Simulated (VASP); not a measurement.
# MoW19 in VASP: single point with PBE

Aim: the single point of MoW19 with PBE.

Everything below comes from runs of VASP 6.6.1. Logs are shortened: lines on timing, memory, paths and dates and some standing lists are left out, and cuts for length are marked.

### Step 1. The cell of the first run

The cell holds a slab with vacuum, 20 atoms: a = 5.514 Å, b = 5.514 Å, c = 21.005 Å, α = 90.00°, β = 90.00°, γ = 109.47°.

### Step 2. Single point, PBE

Contents of INCAR:

```
PREC = Accurate ; ENCUT = 400
EDIFF = 1E-6 ; ISMEAR = 1
SIGMA = 0.1 ; LREAL = F
LASPH = T ; NELM = 120
ALGO = Normal ; ISIF = 2
LWAVE = F ; LCHARG = T
LDIPOL = T ; IDIPOL = 3
DIPOL = 0.5 0.5 0.500 ; GGA = PE
LELF = T ; LVHAR = T
LVACPOTAV = T ; NBANDS = 156
GGA_COMPAT = F ; NELMDL = -8
```

Contents of KPOINTS:

```
regular mesh
0
Gamma
  5 5 1
```

Contents of POSCAR:

```
MoW19
1.0
    5.5143580643      0.0000000117      0.0000000000
   -1.8381193100      5.1989866574      0.0000000000
    0.0000000000      0.0000000000     21.0048630998
W Mo
19 1
Direct
   -0.0001353061     -0.0001353061      0.2897372956
    1.0001247546      0.4998752454      0.2897525197
    0.4998752454      0.0001247546      0.2897525197
    0.5001353061      0.5001353061      0.2897372956
    0.2500000000      0.2500000000      0.3926796841
    0.2500000000      0.7500000000      0.3926379433
    0.7500000000      0.2500000000      0.3926379433
    0.7500000000      0.7500000000      0.3926063707
    0.5000864051      0.5000864051      0.5000813012
    0.5000867197     -0.0000867197      0.5000981027
    0.9999132803      0.5000867197      0.5000981027
   -0.0000864051     -0.0000864051      0.5000813012
    0.7500000000      0.2500000000      0.6075564017
    0.2500000000      0.7500000000      0.6075564017
    0.2500000000      0.2500000000      0.6072271699
   -0.0005309774     -0.0005309774      0.7097482063
    0.0005896469      0.4994103531      0.7103707437
    0.4994103531      0.0005896469      0.7103707437
    0.5005309774      0.5005309774      0.7097482063
    0.7500000000      0.7500000000      0.6075506175
```

Potentials or basis: VASP PAW PBE potentials, release 64 (W_sv, Mo_sv).

Started as:

```console
$ cat potpaw_PBE.64/W_sv/POTCAR potpaw_PBE.64/Mo_sv/POTCAR > POTCAR
$ mpirun -np 1 vasp_std > vasp.out
```

OUTCAR:

```text
PREC = Accurate
   ENCUT = 400
   EDIFF = 1E-6
   ISMEAR = 1
   LREAL = F
   LASPH = T
   NELM = 120
   ISIF = 2
   GGA = PE
   NELMDL = -8

 ion  position               nearest neighbor table
   1  1.000  1.000  0.290-   8 2.68   5 2.69   3 2.76   2 2.76   3 2.76   2 2.76   6 3.12   7 3.12
                             4 3.18   4 3.19
   2  0.000  0.500  0.290-   7 2.68   6 2.68   4 2.76   1 2.76   4 2.76   1 2.76   5 3.12   8 3.12
                             3 3.18   3 3.18
   3  0.500  0.000  0.290-   7 2.68   6 2.68   1 2.76   4 2.76   1 2.76   4 2.76   5 3.12   8 3.12
                             2 3.18   2 3.18
   4  0.500  0.500  0.290-   8 2.68   5 2.69   2 2.76   3 2.76   2 2.76   3 2.76   6 3.12   7 3.12
                             1 3.18   1 3.19
   5  0.250  0.250  0.393-   1 2.69   4 2.69   7 2.76   7 2.76   6 2.76   6 2.76   9 2.76  12 2.76
                             3 3.12   2 3.12   8 3.18   8 3.18  10 3.19  11 3.19
   6  0.250  0.750  0.393-   2 2.68   3 2.68   8 2.76   8 2.76   5 2.76   5 2.76  10 2.76  11 2.76
                             1 3.12   4 3.12   7 3.18   7 3.18  12 3.19   9 3.19
   7  0.750  0.250  0.393-   2 2.68   3 2.68   8 2.76   8 2.76   5 2.76   5 2.76  10 2.76  11 2.76
                             1 3.12   4 3.12   6 3.18   6 3.18  12 3.19   9 3.19
   8  0.750  0.750  0.393-   1 2.68   4 2.68   6 2.76   6 2.76   7 2.76   7 2.76   9 2.76  12 2.76
                             3 3.12   2 3.12   5 3.18   5 3.18  10 3.19  11 3.19
   9  0.500  0.500  0.500-  11 2.76  10 2.76  15 2.76  11 2.76  10 2.76   5 2.76  20 2.76   8 2.76
[... 9 lines left out ...]
  14  0.250  0.750  0.608-  17 2.68  18 2.68  20 2.76  20 2.76  15 2.76  15 2.76  10 2.76  11 2.76
                            19 3.11  16 3.11  13 3.18  13 3.18   9 3.19  12 3.19
  15  0.250  0.250  0.607-  16 2.68  19 2.68   9 2.76  12 2.76  13 2.76  13 2.76  14 2.76  14 2.76
                            18 3.12  17 3.12  11 3.18  10 3.18  20 3.18  20 3.18
  16  0.999  0.999  0.710-  20 2.67  15 2.68  18 2.75  17 2.75  18 2.76  17 2.76  14 3.11  13 3.11
                            19 3.18  19 3.19
  17  0.001  0.499  0.710-  13 2.68  14 2.68  19 2.75  16 2.75  19 2.76  16 2.76  15 3.12  20 3.12
                            18 3.18  18 3.18
  18  0.499  0.001  0.710-  13 2.68  14 2.68  16 2.75  19 2.75  16 2.76  19 2.76  15 3.12  20 3.12
                            17 3.18  17 3.18
  19  0.501  0.501  0.710-  20 2.67  15 2.68  17 2.75  18 2.75  17 2.76  18 2.76  14 3.11  13 3.11
                            16 3.18  16 3.19
  20  0.750  0.750  0.608-  16 2.67  19 2.67  14 2.76  14 2.76  13 2.76  13 2.76   9 2.76  12 2.76
                            18 3.12  17 3.12  15 3.18  15 3.18  11 3.19  10 3.19

  LATTYP: Found a base centered orthorhombic cell.
 ALAT       =     6.3674322740
 B/A-ratio  =     1.4142135463
 C/A-ratio  =     3.2987964686

  Lattice vectors:

 A1 = (   5.5143580643,   0.0000000117,   0.0000000000)
 A2 = (  -1.8381193100,   5.1989866574,   0.0000000000)
 A3 = (   0.0000000000,   0.0000000000,  21.0048630998)

Analysis of symmetry for initial positions (statically):
=====================================================================
 Subroutine PRICEL returns:
 Original cell was already a primitive cell.

 Routine SETGRP: Setting up the symmetry group for a
 base centered orthorhombic supercell.

 Subroutine GETGRP returns: Found  4 space group operations
 (whereof  2 operations were pure point group operations)
 out of a pool of  8 trial point group operations.

The static configuration has the point symmetry C_1h.
 The point group associated with its full space group is C_2v.

Analysis of symmetry for dynamics (positions and initial velocities):
=====================================================================
 Subroutine PRICEL returns:
 Original cell was already a primitive cell.

 Routine SETGRP: Setting up the symmetry group for a
 base centered orthorhombic supercell.

 Subroutine GETGRP returns: Found  4 space group operations
 (whereof  2 operations were pure point group operations)
 out of a pool of  8 trial point group operations.

The dynamic configuration has the point symmetry C_1h.
 The point group associated with its full space group is C_2v.

 Subroutine INISYM returns: Found  4 space group operations
 (whereof  2 operations are pure point group operations),
 and found     1 'primitive' translations

----------------------------------------------------------------------------------------

                                     Primitive cell

  volume of cell :     602.1900

  direct lattice vectors                    reciprocal lattice vectors
     5.514358064  0.000000012  0.000000000     0.181344771  0.064115057  0.000000000
    -1.838119310  5.198986657  0.000000000    -0.000000000  0.192345175  0.000000000
     0.000000000  0.000000000 21.004863100     0.000000000  0.000000000  0.047608023

  length of vectors
     5.514358064  5.514358064 21.004863100     0.192345175  0.192345175  0.047608023

  position of ions in fractional coordinates (direct lattice)
     0.999864694  0.999864694  0.289737296
     0.000124755  0.499875245  0.289752520
     0.499875245  0.000124755  0.289752520
     0.500135306  0.500135306  0.289737296
     0.250000000  0.250000000  0.392679684
     0.250000000  0.750000000  0.392637943
[... 12 lines left out ...]
     0.500530977  0.500530977  0.709748206
     0.750000000  0.750000000  0.607550618

  ion indices of the primitive-cell ions
   primitive index   ion index
                 1           1
                 2           2
                 3           3
                 4           4
                 5           5
                 6           6
[... 12 lines left out ...]
                19          19
                20          20

----------------------------------------------------------------------------------------

 KPOINTS: regular mesh

Automatic generation of k-mesh.
 Grid dimensions read from file:
 generate k-points for:    5    5    1

 Generating k-lattice:

  Cartesian coordinates                     Fractional coordinates (reciprocal lattice)
     0.036268954  0.012823011  0.000000000     0.200000000  0.000000000  0.000000000
    -0.000000000  0.038469035  0.000000000    -0.000000000  0.200000000  0.000000000
     0.000000000  0.000000000  0.047608023     0.000000000  0.000000000  1.000000000

  Length of vectors
     0.038469035  0.038469035  0.047608023

  Shift w.r.t. Gamma in fractional coordinates (k-lattice)
     0.000000000  0.000000000  0.000000000

 Subroutine IBZKPT returns following result:
 ===========================================

 Found      9 irreducible k-points:

 Following reciprocal coordinates:
            Coordinates               Weight
  0.000000  0.000000  0.000000      1.000000
  0.200000  0.000000  0.000000      4.000000
  0.400000  0.000000  0.000000      4.000000
  0.200000  0.200000  0.000000      2.000000
  0.400000  0.200000  0.000000      4.000000
 -0.400000  0.200000  0.000000      4.000000
 -0.200000  0.200000  0.000000      2.000000
  0.400000  0.400000  0.000000      2.000000
 -0.400000  0.400000  0.000000      2.000000
   k-points           NKPTS =      9   k-points in BZ     NKDIM =      9   number of bands    NBANDS=    156
   number of dos      NEDOS =    301   number of ions     NIONS =     20
   total plane-waves  NPLWV = 181440
   dimension x,y,z NGX =    36 NGY =   36 NGZ =  140
   dimension x,y,z NGXF=    72 NGYF=   72 NGZF=  280
   ions per type =              19   1
   NGX,Y,Z   is equivalent  to a cutoff of  10.85, 10.85, 11.08 a.u.
   NGXF,Y,Z  is equivalent  to a cutoff of  21.71, 21.71, 22.16 a.u.
 SYSTEM =  unknown system
   PREC   = accura    normal or accurate (medium, high low for compatibility)
   ISTART =      0    job   : 0-new  1-cont  2-samecut
   ICHARG =      2    charge: 1-file 2-atom 10-const
   ISPIN  =      1    spin polarized calculation?
   LNONCOLLINEAR =      F non collinear calculations
   LSORBIT =      F    spin-orbit coupling
   LASPH  =      T    aspherical Exc in radial PAW
   ENCUT  =  400.0 eV  29.40 Ry    5.42 a.u.   8.99  8.99 34.25*2*pi/ulx,y,z
   NELM   =    120;   NELMIN=  2; NELMDL= -8     # of ELM steps
   EDIFF  = 0.1E-05   stopping-criterion for ELM
   LREAL  =      F    real-space projection
   EDIFFG = 0.1E-04   stopping-criterion for IOM
   NSW    =      0    number of steps for IOM
   IBRION =     -1    ionic relax: 0-MD 1-quasi-New 2-CG
   NFREE  =      0    steps in history (QN), initial steepest desc. (CG)
   ISIF   =      2    stress and relaxation
   ISYM   =      2    0-nonsym 1-usesym 2-fastsym
   POTIM  = 0.5000    time-step for ionic-motion
   TEBEG  =    0.0;   TEEND  =   0.0 temperature during run
   PSTRESS=    0.0 pullay stress
   NELECT =     280.0000    total number of electrons
   NUPDOWN=      -1.0000    fix difference up-down
   EMIN   =  10.00;   EMAX   =-10.00  energy-range for DOS
   EFERMI =   0.00;   METHOD = LEGACY
   ISMEAR =     1;   SIGMA  =   0.10  broadening in eV -4-tet -1-fermi 0-gaus
   EFERMI_NEDOS =   21; number of points for ismear=-14 and -15
   IALGO  =     38    algorithm
   IMIX   =      4    mixing-type and parameters
     AMIX     =   0.40;   BMIX     =  1.00
     AMIX_MAG =   1.60;   BMIX_MAG =  1.00
  volume/ion in A,a.u.               =      30.11       203.19
  Fermi-wavevector in a.u.,A,eV,Ry     =   1.268283  2.396708 21.885556  1.608543
  Thomas-Fermi vector in A             =   2.401386
   LORBIT       =      0    0 simple, 1 ext, 2 COOP (PROOUT), +10 PAW based schemes
   GGA     = PE    functional components
   LHFCALC =     F    Hartree Fock is set to
   AEXX    =    0.0000 exact exchange contribution
   IVDW    =     0    specifies the selected vdW correction
   LEPSILON=     F    determine dielectric tensor
   LRPA    =     F    only Hartree local field effects (RPA)
 non-spin polarized calculation
 Methfessel and Paxton  Order N= 1 SIGMA  =   0.10
  energy-cutoff  :      400.00
  volume of cell :      602.19
 maximum number of plane-waves:     10986
   NGX = 17   NGY = 17   NGZ = 69

 dipolmoment           0.000000      0.000000      0.003755 electrons x Angstroem

 number of electron     279.9999982 magnetization

 dipolmoment           0.000000      0.000000     -0.002884 electrons x Angstroem

 Free energy of the ion-electron system (eV)
  ---------------------------------------------------
  ext. energy  EPLUGINS =         0.00000000
  ---------------------------------------------------
  free energy    TOTEN  =      -245.23871993 eV

  energy without entropy =     -245.22459197  energy(sigma->0) =     -245.23401061

 E-fermi :   3.9365     XC(G=0):  -8.1898

 val. band max:        3.9305050012   @ k =   0.4000   0.4000   0.0000
 cond. band min:       3.9387147839   @ k =  -0.4000   0.2000   0.0000
 fundamental gap:      0.0082097827
 Fermi energy:         3.9364996657

 k-point     1 :       0.0000    0.0000    0.0000
  band No.  band energies     occupation
      1     -70.3545      2.00000
      2     -70.3088      2.00000
      3     -70.2780      2.00000
      4     -70.2705      2.00000
      5     -70.2695      2.00000
      6     -70.2450      2.00000
[... 1384 lines left out ...]
    151       4.2619     -0.00004
    152       4.2744     -0.00002
 [bands above 152 left out]

------------------------ aborting loop because EDIFF is reached ----------------------------------------

  FORCE on cell =-STRESS in cart. coord.  units (eV):
  Direction    XX          YY          ZZ          XY          YZ          ZX
  --------------------------------------------------------------------------------------
  -------------------------------------------------------------------------------------
  Total      -10.6402756    -12.8838366      0.5653221     -3.1728744      0.0000000      0.0000000
  in kB      -28.3093527    -34.2785363      1.5040871     -8.4417006      0.0000000      0.0000000
  external PRESSURE =     -20.3612673 kB  Pullay stress =       0.0000000 kB

 VOLUME and BASIS-vectors are now :
 -----------------------------------------------------------------------------
  energy-cutoff  :      400.00
  volume of cell :      602.19
      direct lattice vectors                 reciprocal lattice vectors
     5.514358064  0.000000012  0.000000000     0.181344771  0.064115057  0.000000000
    -1.838119310  5.198986657  0.000000000    -0.000000000  0.192345175  0.000000000
     0.000000000  0.000000000 21.004863100     0.000000000  0.000000000  0.047608023

 POSITION                                       TOTAL-FORCE (eV/Angst)
 -----------------------------------------------------------------------------------
      3.67574      5.19828      6.08589        -0.002602     -0.003680     -0.027725
     -0.91814      2.59884      6.08621         0.000172     -0.000121     -0.028164
      2.75626      0.00065      6.08621        -0.000172      0.000121     -0.028164
      1.83862      2.60020      6.08589         0.002602      0.003680     -0.027725
      0.91906      1.29975      8.24818        -0.000000     -0.000000     -0.003639
      0.00000      3.89924      8.24731        -0.000000     -0.000000      0.000974
[... 12 lines left out ...]
      1.84007      2.60225     14.90816         0.000111      0.000157      0.029444
      2.75718      3.89924     12.76152        -0.000000     -0.000000     -0.000794
 -----------------------------------------------------------------------------------
    total drift:                                0.000000      0.000000     -0.000430

  FREE ENERGIE OF THE ION-ELECTRON SYSTEM (eV)
  ---------------------------------------------------
  free  energy   TOTEN  =      -245.2387199271 eV

  energy  without entropy=     -245.2245919695  energy(sigma->0) =     -245.23401061

 vacuum level on the upper side and lower side of the slab         8.639         8.657
```

Run time: 63 min. Hardware: 1 thread of Intel Xeon 8259CL, shared host; peak memory 0.66 GiB.

What came out:

```
Free energy            : -245.2387 eV
Largest force          : 0.030 eV/Å
Band gap on the k mesh : zero (bands 140 and 141 overlap by 1.33 eV)
```

Forces on the atoms (eV/Å):
```
W   -0.003 -0.004 -0.028
W    0.000  0.000 -0.028
W    0.000  0.000 -0.028
W    0.003  0.004 -0.028
W    0.000  0.000 -0.004
W    0.000  0.000  0.001
W    0.000  0.000  0.001
W    0.000  0.000  0.007
W   -0.001 -0.001 -0.001
W   -0.008  0.006  0.003
W    0.008 -0.006  0.003
W    0.001  0.001 -0.001
W    0.000  0.000 -0.006
W    0.000  0.000 -0.006
W    0.000  0.000 -0.005
W    0.000  0.000  0.029
W   -0.002  0.001  0.030
W    0.002 -0.001  0.030
W    0.000  0.000  0.029
Mo   0.000  0.000 -0.001
```

Caveat: spin-orbit coupling is left out, which moves the levels of the heavy elements.
